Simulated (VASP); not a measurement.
# LiH in VASP: a series of runs

The runs below take LiH through single point, with PBE.

Everything below comes from runs of VASP 6.6.1. Logs are shortened: lines on timing, memory, paths and dates and some standing lists are left out, and cuts for length are marked.

### 1 The cell of the first run

The cell holds a sheet with vacuum, 4 atoms: a = 2.820 Å, b = 2.820 Å, c = 17.000 Å, α = 90.00°, β = 90.00°, γ = 90.00°.

The cell was built from a structure type or drawn by symmetry, and may not be a known phase.

### 2 Single point, PBE

File INCAR:

```
PREC = Accurate ; ENCUT = 650
EDIFF = 1E-6 ; ISMEAR = 0
SIGMA = 0.1 ; LREAL = F
LASPH = T ; NELM = 120
ALGO = Normal ; ISIF = 2
LWAVE = F ; LCHARG = F
LDIPOL = T ; IDIPOL = 3
DIPOL = 0.5 0.5 0.500 ; GGA = PE
NBANDS = 12 ; GGA_COMPAT = F
NELMDL = -8
```

File KPOINTS:

```
Automatic mesh
0
Gamma
  6 6 1
```

File POSCAR:

```
LiH
1.0
    2.8202420000      0.0000000000      0.0000000000
    0.0000000000      2.8202420000      0.0000000000
    0.0000000000      0.0000000000     17.0000000000
Li H
2 2
Direct
    0.5000000000      0.0000000000      0.4725492200
    0.0000000000      0.5000000000      0.5274507800
    0.5000000000      0.0000000000      0.5784858200
    0.0000000000      0.5000000000      0.4215141800
```

Potentials or basis: VASP PAW PBE potentials, release 64 (Li_sv, H).

Command:

```sh
> cat potpaw_PBE.64/Li_sv/POTCAR potpaw_PBE.64/H/POTCAR > POTCAR
> mpirun -np 1 vasp_std > vasp.out
```

OUTCAR:

```text
PREC = Accurate
   ENCUT = 650
   EDIFF = 1E-6
   ISMEAR = 0
   LREAL = F
   LASPH = T
   NELM = 120
   ISIF = 2
   GGA = PE
   NELMDL = -8

 ion  position               nearest neighbor table
   1  0.500  0.000  0.473-   2 2.20   2 2.20   2 2.20   2 2.20
   2  0.000  0.500  0.527-   1 2.20   1 2.20   1 2.20   1 2.20
   3  0.500  0.000  0.578-
   4  0.000  0.500  0.422-

  LATTYP: Found a simple tetragonal cell.
 ALAT       =     2.8202420000
 C/A-ratio  =     6.0278515106

  Lattice vectors:

 A1 = (   2.8202420000,   0.0000000000,   0.0000000000)
 A2 = (   0.0000000000,   2.8202420000,   0.0000000000)
 A3 = (   0.0000000000,   0.0000000000,  17.0000000000)

Analysis of symmetry for initial positions (statically):
=====================================================================
 Subroutine PRICEL returns:
 Original cell was already a primitive cell.

 Routine SETGRP: Setting up the symmetry group for a
 simple tetragonal supercell.

 Subroutine GETGRP returns: Found 16 space group operations
 (whereof  8 operations were pure point group operations)
 out of a pool of 16 trial point group operations.

The static configuration has the point symmetry D_2d.
 The point group associated with its full space group is D_4h.

Analysis of symmetry for dynamics (positions and initial velocities):
=====================================================================
 Subroutine PRICEL returns:
 Original cell was already a primitive cell.

 Routine SETGRP: Setting up the symmetry group for a
 simple tetragonal supercell.

 Subroutine GETGRP returns: Found 16 space group operations
 (whereof  8 operations were pure point group operations)
 out of a pool of 16 trial point group operations.

The dynamic configuration has the point symmetry D_2d.
 The point group associated with its full space group is D_4h.

 Subroutine INISYM returns: Found 16 space group operations
 (whereof  8 operations are pure point group operations),
 and found     1 'primitive' translations

----------------------------------------------------------------------------------------

                                     Primitive cell

  volume of cell :     135.2140

  direct lattice vectors                    reciprocal lattice vectors
     2.820242000  0.000000000  0.000000000     0.354579501  0.000000000  0.000000000
     0.000000000  2.820242000  0.000000000     0.000000000  0.354579501  0.000000000
     0.000000000  0.000000000 17.000000000     0.000000000  0.000000000  0.058823529

  length of vectors
     2.820242000  2.820242000 17.000000000     0.354579501  0.354579501  0.058823529

  position of ions in fractional coordinates (direct lattice)
     0.500000000  0.000000000  0.472549220
     0.000000000  0.500000000  0.527450780
     0.500000000  0.000000000  0.578485820
     0.000000000  0.500000000  0.421514180

  ion indices of the primitive-cell ions
   primitive index   ion index
                 1           1
                 2           2
                 3           3
                 4           4

----------------------------------------------------------------------------------------

 KPOINTS: Automatic mesh

Automatic generation of k-mesh.
 Grid dimensions read from file:
 generate k-points for:    6    6    1

 Generating k-lattice:

  Cartesian coordinates                     Fractional coordinates (reciprocal lattice)
     0.059096583  0.000000000  0.000000000     0.166666667  0.000000000  0.000000000
     0.000000000  0.059096583  0.000000000     0.000000000  0.166666667  0.000000000
     0.000000000  0.000000000  0.058823529     0.000000000  0.000000000  1.000000000

  Length of vectors
     0.059096583  0.059096583  0.058823529

  Shift w.r.t. Gamma in fractional coordinates (k-lattice)
     0.000000000  0.000000000  0.000000000

 Subroutine IBZKPT returns following result:
 ===========================================

 Found     10 irreducible k-points:

 Following reciprocal coordinates:
            Coordinates               Weight
  0.000000  0.000000  0.000000      1.000000
  0.166667  0.000000  0.000000      4.000000
  0.333333  0.000000  0.000000      4.000000
  0.500000  0.000000  0.000000      2.000000
  0.166667  0.166667  0.000000      4.000000
  0.333333  0.166667  0.000000      8.000000
  0.500000  0.166667  0.000000      4.000000
  0.333333  0.333333  0.000000      4.000000
  0.500000  0.333333  0.000000      4.000000
  0.500000  0.500000  0.000000      1.000000
   k-points           NKPTS =     10   k-points in BZ     NKDIM =     10   number of bands    NBANDS=     12
   number of dos      NEDOS =    301   number of ions     NIONS =      4
   total plane-waves  NPLWV =  82944
   dimension x,y,z NGX =    24 NGY =   24 NGZ =  144
   dimension x,y,z NGXF=    48 NGYF=   48 NGZF=  288
   ions per type =               2   2
   NGX,Y,Z   is equivalent  to a cutoff of  14.15, 14.15, 14.08 a.u.
   NGXF,Y,Z  is equivalent  to a cutoff of  28.29, 28.29, 28.16 a.u.
 SYSTEM =  unknown system
   PREC   = accura    normal or accurate (medium, high low for compatibility)
   ISTART =      0    job   : 0-new  1-cont  2-samecut
   ICHARG =      2    charge: 1-file 2-atom 10-const
   ISPIN  =      1    spin polarized calculation?
   LNONCOLLINEAR =      F non collinear calculations
   LSORBIT =      F    spin-orbit coupling
   LASPH  =      T    aspherical Exc in radial PAW
   ENCUT  =  650.0 eV  47.77 Ry    6.91 a.u.   5.86  5.86 35.34*2*pi/ulx,y,z
   NELM   =    120;   NELMIN=  2; NELMDL= -8     # of ELM steps
   EDIFF  = 0.1E-05   stopping-criterion for ELM
   LREAL  =      F    real-space projection
   EDIFFG = 0.1E-04   stopping-criterion for IOM
   NSW    =      0    number of steps for IOM
   IBRION =     -1    ionic relax: 0-MD 1-quasi-New 2-CG
   NFREE  =      0    steps in history (QN), initial steepest desc. (CG)
   ISIF   =      2    stress and relaxation
   ISYM   =      2    0-nonsym 1-usesym 2-fastsym
   POTIM  = 0.5000    time-step for ionic-motion
   TEBEG  =    0.0;   TEEND  =   0.0 temperature during run
   PSTRESS=    0.0 pullay stress
   NELECT =       8.0000    total number of electrons
   NUPDOWN=      -1.0000    fix difference up-down
   EMIN   =  10.00;   EMAX   =-10.00  energy-range for DOS
   EFERMI =   0.00;   METHOD = LEGACY
   ISMEAR =     0;   SIGMA  =   0.10  broadening in eV -4-tet -1-fermi 0-gaus
   EFERMI_NEDOS =   21; number of points for ismear=-14 and -15
   IALGO  =     38    algorithm
   IMIX   =      4    mixing-type and parameters
     AMIX     =   0.40;   BMIX     =  1.00
     AMIX_MAG =   1.60;   BMIX_MAG =  1.00
  volume/ion in A,a.u.               =      33.80       228.12
  Fermi-wavevector in a.u.,A,eV,Ry     =   0.637917  1.205489  5.536731  0.406938
  Thomas-Fermi vector in A             =   1.703084
   LORBIT       =      0    0 simple, 1 ext, 2 COOP (PROOUT), +10 PAW based schemes
   GGA     = PE    functional components
   LHFCALC =     F    Hartree Fock is set to
   AEXX    =    0.0000 exact exchange contribution
   IVDW    =     0    specifies the selected vdW correction
   LEPSILON=     F    determine dielectric tensor
   LRPA    =     F    only Hartree local field effects (RPA)
 non-spin polarized calculation
 Gauss-broadening in eV      SIGMA  =   0.10
  energy-cutoff  :      650.00
  volume of cell :      135.21
 maximum number of plane-waves:      5144
 NGX is ok and might be reduce to    24
   NGX = 11   NGY = 11   NGZ = 71

 dipolmoment           0.000000      0.000000     -0.000000 electrons x Angstroem

 number of electron       8.0000003 magnetization

 dipolmoment           0.000000      0.000000      0.000000 electrons x Angstroem

 Free energy of the ion-electron system (eV)
  ---------------------------------------------------
  ext. energy  EPLUGINS =         0.00000000
  ---------------------------------------------------
  free energy    TOTEN  =       -10.26725505 eV

  energy without entropy =      -10.26725505  energy(sigma->0) =      -10.26725505

 E-fermi :  -3.6162     XC(G=0):  -2.7172

 val. band max:       -4.0685738097   @ k =   0.5000   0.5000   0.0000
 cond. band min:      -2.0935874648   @ k =   0.5000   0.5000   0.0000
 fundamental gap:      1.9749863449
 Fermi energy:        -3.6162123686

 k-point     1 :       0.0000    0.0000    0.0000
  band No.  band energies     occupation
      1     -49.8595      2.00000
      2     -49.5474      2.00000
      3      -8.6176      2.00000
      4      -7.4829      2.00000
      5      -0.4998      0.00000
      6       1.2331      0.00000
      7       1.6210      0.00000
      8       3.0574      0.00000
      9       3.4384      0.00000
     10       5.6288      0.00000
     11       5.6288      0.00000
     12       6.0483      0.00000

 k-point     2 :       0.1667    0.0000    0.0000
  band No.  band energies     occupation
      1     -49.8347      2.00000
      2     -49.5644      2.00000
      3      -8.3283      2.00000
      4      -7.1788      2.00000
      5      -0.1014      0.00000
      6       1.5635      0.00000
      7       2.1291      0.00000
      8       2.9086      0.00000
      9       3.5133      0.00000
     10       4.1608      0.00000
     11       5.8556      0.00000
     12       6.1394      0.00000
[... 91 lines left out ...]
 k-point     9 :       0.5000    0.3333    0.0000
  band No.  band energies     occupation
      1     -49.6758      2.00000
      2     -49.6758      2.00000
      3      -5.1257      2.00000
      4      -5.1257      2.00000
      5      -0.9822      0.00000
      6      -0.9822      0.00000
      7       3.9922      0.00000
      8       3.9922      0.00000
      9       6.2080      0.00000
     10       6.2080      0.00000
     11       7.8466      0.00000
     12       7.8466      0.00000

 k-point    10 :       0.5000    0.5000    0.0000
  band No.  band energies     occupation
      1     -49.6718      2.00000
      2     -49.6718      2.00000
      3      -4.0686      2.00000
      4      -4.0686      2.00000
      5      -2.0936      0.00000
      6      -2.0936      0.00000
      7       4.2962      0.00000
      8       4.2962      0.00000
      9       6.6417      0.00000
     10       6.6417      0.00000
     11       8.1288      0.00000
     12       8.1288      0.00000

------------------------ aborting loop because EDIFF is reached ----------------------------------------

 vacuum level on the upper side and lower side of the slab       (xc-potential included)        -0.243        -0.243

  FORCE on cell =-STRESS in cart. coord.  units (eV):
  Direction    XX          YY          ZZ          XY          YZ          ZX
  --------------------------------------------------------------------------------------
  -------------------------------------------------------------------------------------
  Total        1.5049669      1.5049669     -0.8649969      0.0000000      0.0000000      0.0000000
  in kB       17.8326487     17.8326487    -10.2495185      0.0000000      0.0000000      0.0000000
  external PRESSURE =       8.4719263 kB  Pullay stress =       0.0000000 kB

 VOLUME and BASIS-vectors are now :
 -----------------------------------------------------------------------------
  energy-cutoff  :      650.00
  volume of cell :      135.21
      direct lattice vectors                 reciprocal lattice vectors
     2.820242000  0.000000000  0.000000000     0.354579501  0.000000000  0.000000000
     0.000000000  2.820242000  0.000000000     0.000000000  0.354579501  0.000000000
     0.000000000  0.000000000 17.000000000     0.000000000  0.000000000  0.058823529

 POSITION                                       TOTAL-FORCE (eV/Angst)
 -----------------------------------------------------------------------------------
      1.41012      0.00000      8.03334         0.000000     -0.000000     -2.605319
      0.00000      1.41012      8.96666        -0.000000      0.000000      2.605319
      1.41012      0.00000      9.83426         0.000000     -0.000000     -1.213525
      0.00000      1.41012      7.16574         0.000000     -0.000000      1.213525
 -----------------------------------------------------------------------------------
    total drift:                                0.000000      0.000000      0.000000

  FREE ENERGIE OF THE ION-ELECTRON SYSTEM (eV)
  ---------------------------------------------------
  free  energy   TOTEN  =       -10.2672550461 eV

  energy  without entropy=      -10.2672550461  energy(sigma->0) =      -10.26725505

 vacuum level on the upper side and lower side of the slab         1.418         1.418
```

It took 22 s on 1 thread of Intel Xeon Platinum 8559C (Emerald Rapids), shared host; peak memory 0.26 GiB.

What came out:

| Quantity | Value |
| --- | --- |
| Free energy | -10.2673 eV |
| Largest force | 2.605 eV/Å |
| Band gap on the k mesh | 1.98 eV |

Forces in eV/Å, atoms in the order of the input:
```
Li   0.000  0.000 -2.605
Li   0.000  0.000  2.605
H    0.000  0.000 -1.214
H    0.000  0.000  1.214
```

### 3 Single point, PBE

File INCAR:

```
SYSTEM = LiH
  PREC = Accurate
  ENCUT = 650
  EDIFF = 1E-6
  ISMEAR = 0
  SIGMA = 0.1
  LREAL = .False.
  LASPH = .True.
  NELM = 120
  ALGO = Normal
  ISIF = 2
  LWAVE = .False.
  LCHARG = .False.
  LDIPOL = .True.
  IDIPOL = 3
  DIPOL = 0.5 0.5 0.500
  GGA = PE
  NBANDS = 12
  GGA_COMPAT = .False.
  NELMDL = -8
```

File KPOINTS:

```
Automatic mesh
0
Gamma
  6 6 1
  0 0 0
```

POSCAR is that of step 2.

Potentials or basis: VASP PAW PBE potentials, release 64 (Li_sv, H).

Command:

```sh
> cat potpaw_PBE.64/Li_sv/POTCAR potpaw_PBE.64/H/POTCAR > POTCAR
> mpirun -np 1 vasp_std > vasp.out
```

Wall time 24 s (1 thread of Intel Xeon Platinum 8559C (Emerald Rapids), shared host); peak memory 0.26 GiB.

The run converged. Its results:

- Free energy: -10.2673 eV
- Largest force: 2.605 eV/Å
- Band gap on the k mesh: 1.98 eV

Forces on the atoms (eV/Å):
```
Li   0.000  0.000 -2.605
Li   0.000  0.000  2.605
H    0.000  0.000 -1.214
H    0.000  0.000  1.214
```

Levels at points of the mesh, in eV from the valence-band top:
| k point | band 1 | band 2 | band 3 | band 4 | band 5 | band 6 | band 7 | band 8 | band 9 |
| --- | --- | --- | --- | --- | --- | --- | --- | --- | --- |
| (0.00, 0.00, 0.00) | -45.79 | -45.48 | -4.55 | -3.41 | 3.57 | 5.30 | 5.69 | 7.13 | 7.51 |
| (0.50, 0.00, 0.00) | -45.62 | -45.62 | -2.56 | -2.56 | 4.13 | 4.13 | 7.21 | 7.21 | 10.11 |
| (0.50, 0.50, 0.00) | -45.60 | -45.60 | 0.00 | 0.00 | 1.98 | 1.98 | 8.36 | 8.36 | 10.71 |

### 4 Single point, PBE

This run uses another cell than the first one.

File INCAR:

```
SYSTEM = LiH
PREC     = Accurate       ! precision mode
ENCUT    = 650            ! plane-wave cutoff, eV
EDIFF    = 1E-6           ! SCF threshold, eV
ISMEAR   = 0              ! smearing method
SIGMA    = 0.1            ! smearing width, eV
LREAL    = .False.        ! projectors in reciprocal space
LASPH    = .True.         ! aspherical terms in the spheres
NELM     = 120            ! most SCF steps
ALGO     = Normal         ! electronic algorithm
ISIF     = 2              ! what is computed and relaxed
LWAVE    = .False.        ! write WAVECAR
LCHARG   = .False.        ! write CHGCAR
LDIPOL   = .True.       
IDIPOL   = 3            
DIPOL    = 0.5 0.5 0.292
GGA      = PE             ! functional
NBANDS   = 12             ! bands
GGA_COMPAT= .False.      
NELMDL   = -8
```

KPOINTS is that of step 3.

File POSCAR:

```
LiH
1.0
    2.7657090011      0.0000000000      0.0000000000
    0.0000000000      2.7657090011      0.0000000000
    0.0000000000      0.0000000000     29.1370357600
Li H
2 2
Direct
    0.5000000000      0.0000000000      0.2588256810
    0.0000000000      0.5000000000      0.3246241983
    0.5000000000      0.0000000000      0.3262485756
    0.0000000000      0.5000000000      0.2572013038
```

Command:

```sh
> cat potpaw_PBE.64/Li_sv/POTCAR potpaw_PBE.64/H/POTCAR > POTCAR
> mpirun -np 1 vasp_std > vasp.out
```

Run time: 43 s. Hardware: 1 thread of Intel Xeon Platinum 8559C (Emerald Rapids), shared host; peak memory 0.37 GiB.

Results (log left out):

| Property | Result |
| --- | --- |
| Free energy | -11.9413 eV |
| Largest force | 0.029 eV/Å |
| Band gap on the k mesh | 2.04 eV (least direct gap 3.80 eV) |

Forces on the atoms (eV/Å):
```
Li   0.000  0.000  0.029
Li   0.000  0.000 -0.029
H    0.000  0.000  0.018
H    0.000  0.000 -0.018
```

Levels at points of the mesh, in eV from the valence-band top:
```
           k point  band 2  band 3  band 4  band 5  band 6  band 7
(0.00, 0.00, 0.00)  -44.75   -4.98   -2.66    2.04    3.44    3.88
(0.50, 0.00, 0.00)  -44.75   -2.75   -2.75    5.17    5.17    6.98
(0.50, 0.50, 0.00)  -44.73    0.00    0.00    3.80    3.80    7.13
```
